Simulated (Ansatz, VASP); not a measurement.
**Two plane-wave programs on Ru**

```
CELL_PARAMETERS angstrom
2.76326 0.00000 0.00000
-1.38163 2.39305 0.00000
0.00000 0.00000 4.35353
ATOMIC_POSITIONS crystal
Ru 0.33333 0.66667 0.25000
Ru 0.66667 0.33333 0.75000
```

Alike in both runs: task single point; functional PBEsol; k mesh 22 × 22 × 12; occupations fermi-dirac, width 0.1 eV; no spin polarisation.

```csv
,VASP,Ansatz
version,VASP 6.6.1,Ansatz 0.2.0
potentials or method,"VASP PAW PBE potentials, release 64 (Ru_pv), cutoff 520 eV","plane waves (420 eV) with PAW, scalar-relativistic"
valence electrons in the cell,28,32
```

|  | VASP | Ansatz | Ansatz less VASP |
| --- | --- | --- | --- |
| pressure (GPa) | -22.2 | -22.1 | +0.10 |
| traceless stress, the component that is largest in VASP (GPa) | -0.48 | -0.47 | +0.008 |

VASP's potentials were made for PBE, not for PBEsol, and Ansatz warns of the same on its side. VASP's potentials hold 28 valence electrons a cell and Ansatz's 32, so a difference there can come from the potentials and not from the codes.
